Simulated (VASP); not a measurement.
# Ru in VASP: a series of runs, part 2 of 2

VASP 6.6.1. Earlier steps stand in the parts before.

**6. Single point, PBE**

INCAR

```
  PREC = Accurate
  ENCUT = 520
  EDIFF = 1E-6
  ISMEAR = 0
  SIGMA = 0.1
  LREAL = F
  LASPH = T
  NELM = 120
  ALGO = Normal
  ISIF = 2
  LWAVE = F
  LCHARG = F
  LDIPOL = T
  IDIPOL = 3
  DIPOL = 0.5 0.5 0.303
  GGA = PE
  NBANDS = 23
  GGA_COMPAT = F
  NELMDL = -8
```

KPOINTS

```
Automatic mesh
0
Gamma
  6 6 1
```

POSCAR

```
Ru
1.0
    2.6344371992     -0.0000002771      0.0000000000
   -1.3172183596      2.2814896777      0.0000000000
    0.0000000000      0.0000000000     28.0234623200
Ru
2
Direct
    0.0000000000      0.0000000000      0.3433189452
    0.0000000000      0.0000000000      0.2633155886
```

Potentials or basis: VASP PAW PBE potentials, release 64 (Ru_sv).

Run with:

```
cat potpaw_PBE.64/Ru_sv/POTCAR > POTCAR
mpirun -np 1 vasp_std > vasp.out
```

OUTCAR:

```text
PREC = Accurate
   ENCUT = 520
   EDIFF = 1E-6
   ISMEAR = 0
   LREAL = F
   LASPH = T
   NELM = 120
   ISIF = 2
   GGA = PE
   NELMDL = -8

 ion  position               nearest neighbor table
   1  0.000  0.000  0.343-   2 2.24
   2  0.000  0.000  0.263-   1 2.24

  LATTYP: Found a hexagonal cell.
 ALAT       =     2.6344371992
 C/A-ratio  =    10.6373620630

  Lattice vectors:

 A1 = (   2.6344371992,  -0.0000002771,   0.0000000000)
 A2 = (  -1.3172183596,   2.2814896777,   0.0000000000)
 A3 = (   0.0000000000,   0.0000000000,  28.0234623200)

Analysis of symmetry for initial positions (statically):
=====================================================================
 Subroutine PRICEL returns:
 Original cell was already a primitive cell.

 Routine SETGRP: Setting up the symmetry group for a
 hexagonal supercell.

 Subroutine GETGRP returns: Found 24 space group operations
 (whereof 12 operations were pure point group operations)
 out of a pool of 24 trial point group operations.

The static configuration has the point symmetry C_6v.
 The point group associated with its full space group is D_6h.

[... 147 lines left out ...]

 E-fermi :  -1.6759     XC(G=0):  -3.0110

 val. band max:       -1.7063130515   @ k =   0.3333   0.1667   0.0000
 cond. band min:      -1.3950167362   @ k =   0.3333   0.0000   0.0000
 fundamental gap:      0.3112963153
 Fermi energy:        -1.6758595124

 k-point     1 :       0.0000    0.0000    0.0000
  band No.  band energies     occupation
      1     -74.8304      2.00000
      2     -74.6090      2.00000
      3     -45.4963      2.00000
      4     -44.1992      2.00000
      5     -44.1992      2.00000
      6     -44.1612      2.00000
[... 171 lines left out ...]
     22       8.1244      0.00000
     23       9.2276      0.00000

------------------------ aborting loop because EDIFF is reached ----------------------------------------

 vacuum level on the upper side and lower side of the slab       (xc-potential included)        -0.007        -0.008

  FORCE on cell =-STRESS in cart. coord.  units (eV):
  Direction    XX          YY          ZZ          XY          YZ          ZX
  --------------------------------------------------------------------------------------
  -------------------------------------------------------------------------------------
  Total       -0.1364799     -0.1364799     -0.1782999     -0.0000000      0.0000000      0.0000000
  in kB       -1.2982285     -1.2982285     -1.6960304     -0.0000000      0.0000000      0.0000000
  external PRESSURE =      -1.4308291 kB  Pullay stress =       0.0000000 kB

 VOLUME and BASIS-vectors are now :
 -----------------------------------------------------------------------------
  energy-cutoff  :      520.00
  volume of cell :      168.43
      direct lattice vectors                 reciprocal lattice vectors
     2.634437199 -0.000000277  0.000000000     0.379587739  0.219155030  0.000000000
    -1.317218360  2.281489678  0.000000000     0.000000046  0.438310140  0.000000000
     0.000000000  0.000000000 28.023462320     0.000000000  0.000000000  0.035684384

 POSITION                                       TOTAL-FORCE (eV/Angst)
 -----------------------------------------------------------------------------------
      0.00000      0.00000      9.62099        -0.000000      0.000000     -0.033085
      0.00000      0.00000      7.37901         0.000000     -0.000000      0.033085
 -----------------------------------------------------------------------------------
    total drift:                                0.000000      0.000000      0.000022

  FREE ENERGIE OF THE ION-ELECTRON SYSTEM (eV)
  ---------------------------------------------------
  free  energy   TOTEN  =       -16.6123805779 eV

  energy  without entropy=      -16.5952364113  energy(sigma->0) =      -16.60380849

 vacuum level on the upper side and lower side of the slab         3.297         3.297
```

OSZICAR:

```text
N       E                     dE             d eps       ncg     rms          rms(c)
DAV:   1     0.337727442852E+03    0.33773E+03   -0.19761E+04   426   0.117E+03
DAV:   2     0.533712806604E+01   -0.33239E+03   -0.31538E+03   417   0.360E+02
DAV:   3    -0.170269309005E+02   -0.22364E+02   -0.20172E+02   400   0.860E+01
[... 16 lines left out ...]
DAV:  20    -0.166123529123E+02   -0.44146E-04   -0.25922E-06   263   0.344E-03    0.115E-03
DAV:  21    -0.166123700760E+02   -0.17164E-04   -0.12043E-06   266   0.383E-03    0.454E-04
DAV:  22    -0.166123783188E+02   -0.82428E-05   -0.48958E-07   245   0.166E-03    0.214E-04
DAV:  23    -0.166123798984E+02   -0.15797E-05   -0.66476E-08   259   0.830E-04    0.803E-05
DAV:  24    -0.166123805779E+02   -0.67951E-06   -0.15812E-08   252   0.418E-04
   1 F= -.16612381E+02 E0= -.16603808E+02  d E =-.171442E-01
```

Wall time 33 s (1 thread of AMD EPYC 9R45 (Zen 5), shared host); peak memory 0.23 GiB.

What came out:

- Free energy: -16.6124 eV
- Largest force: 0.033 eV/Å
- Band gap on the k mesh: zero (band 16 reaches 0.09 eV, above the bottom of band 17 at -2.65 eV)

Forces in eV/Å, atoms in the order of the input:
```
Ru   0.000  0.000 -0.033
Ru   0.000  0.000  0.033
```

Caveat: the k points lie up to 0.46 Å⁻¹ apart.

**7. The runs side by side**

| potentials or basis | spin | cell | k mesh | second run | gap on the mesh (eV) | largest force (eV/Å) |
| --- | --- | --- | --- | --- | --- | --- |
| VASP PAW PBE potentials, release 64 (Ru_pv) | off | a = 2.634, b = 2.634, c = 28.023 Å, angles 90.0, 90.0, 120.0°, 2 atoms | 6 × 6 × 1 | - | none | 0.10 |
| VASP PAW PBE potentials, release 64 (Ru_pv) | collinear, ferromagnetic start | a = 2.634, b = 2.634, c = 28.023 Å, angles 90.0, 90.0, 120.0°, 2 atoms | 6 × 6 × 1 | - | none | 0.10 |
| VASP PAW PBE potentials, release 64 (Ru_pv) | off | a = 2.622, b = 2.622, c = 28.023 Å, angles 90.0, 90.0, 120.0°, 2 atoms | 24 × 24 × 1 | - | none | 0.11 |
| VASP PAW PBE potentials, release 64 (Ru_pv) | off | a = 2.634, b = 2.634, c = 28.023 Å, angles 90.0, 90.0, 120.0°, 2 atoms | 24 × 24 × 1 | - | none | 0.34 |
| VASP PAW PBE potentials, release 64 (Ru_sv) | off | a = 2.634, b = 2.634, c = 28.023 Å, angles 90.0, 90.0, 120.0°, 2 atoms | 6 × 6 × 1 | valence_matched | none | 0.03 |

Alike in all rows: task single point; level PBE; cutoff (eV) 520; smearing gaussian 0.1 eV.

Caveats: some runs use coarse meshes.

Absolute energies hang on the potentials; compare differences alone.
